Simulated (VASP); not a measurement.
Input of a VASP 6.6.1 run:

File INCAR:

```
SYSTEM = SrHI
PREC = Accurate ; ENCUT = 520
EDIFF = 1E-6 ; ISMEAR = 0
SIGMA = 0.01 ; LREAL = .FALSE.
LASPH = .TRUE. ; NELM = 60
ALGO = Normal ; ISIF = 2
LWAVE = .FALSE. ; LCHARG = .FALSE.
GGA = CA ; NBANDS = 27
```

File KPOINTS:

```
regular mesh
0
G
  4 4 4
  0 0 0
```

Contents of POSCAR:

```
SrHI
1.0
    4.3317960944      0.0000000000      0.0000000000
    0.0000000000      4.3317960944      0.0000000000
    0.0000000000      0.0000000000      8.3742111640
Sr H I
2 2 2
Direct
    0.0000000000      0.5000000000      0.2000000000
    0.5000000000      0.0000000000      0.8000000000
    0.0000000000      0.0000000000      0.0000000000
    0.5000000000      0.5000000000      0.0000000000
    0.0000000000      0.5000000000      0.7000000000
    0.5000000000      0.0000000000      0.3000000000
```

Potentials or basis: VASP PAW LDA potentials, release 64 (Sr_sv, H, I).

Launch:

```console
$ cat potpaw_LDA.64/Sr_sv/POTCAR potpaw_LDA.64/H/POTCAR potpaw_LDA.64/I/POTCAR > POTCAR
$ mpirun -np 1 vasp_std > vasp.out
```

(1) What does it give for the pressure?

(2) What does it give for the largest force?

Results:

(1) -1.0 GPa.

(2) 1.692 eV/Å.

Caveat: forces of over 1 eV/Å act on the atoms, so gaps and moduli don't describe the material at rest.
